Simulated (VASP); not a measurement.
Te2Mo, 6 atoms in the cell. The structure is hexagonal, space group P6_3/mmc (No. 194). The conventional cell has a = 3.471 Å, b = 3.471 Å, c = 13.785 Å, α = 90.00°, β = 90.00°, γ = 120.00°. Te (site symmetry 3m) has 3 Mo at 2.68 Å and 7 Te at 3.47 to 3.56 Å within 3.6 Å. Mo (site symmetry -6m2) has 6 Te at 2.68 Å and 6 Mo at 3.47 Å within 3.5 Å. 

- Program: VASP 6.6.1
- Task: single point
- Functional: r2SCAN
- Dispersion: rVV10
- Potentials or basis: VASP PAW PBE potentials, release 64 (Te, Mo_sv)
- Cutoff: 520 eV
- k mesh: 9 × 9 × 2
- Occupations: fermi-dirac, width 0.05 eV
- Spin: no spin polarisation
- Dipole correction: no
- Further INCAR settings: ALGO = Normal; EDIFF = 1e-06; NBANDS = 35

Potentials or basis: VASP PAW PBE potentials, release 64 (Te, Mo_sv).

Run with:

```bash
$ cat potpaw_PBE.64/Te/POTCAR potpaw_PBE.64/Mo_sv/POTCAR > POTCAR
$ cp INCAR.step1 INCAR
$ mpirun -np 1 vasp_std > vasp.out
$ cp INCAR.step2 INCAR
$ mpirun -np 1 vasp_std > vasp.out
```

Hardware: 1 thread of AMD EPYC 7R13 (shared host).

Q: Estimate the wall time of this run.

A: It took 20 min on 1 thread of AMD EPYC 7R13, with other jobs on the host, peak memory 0.63 GiB. Counts: k points 24.
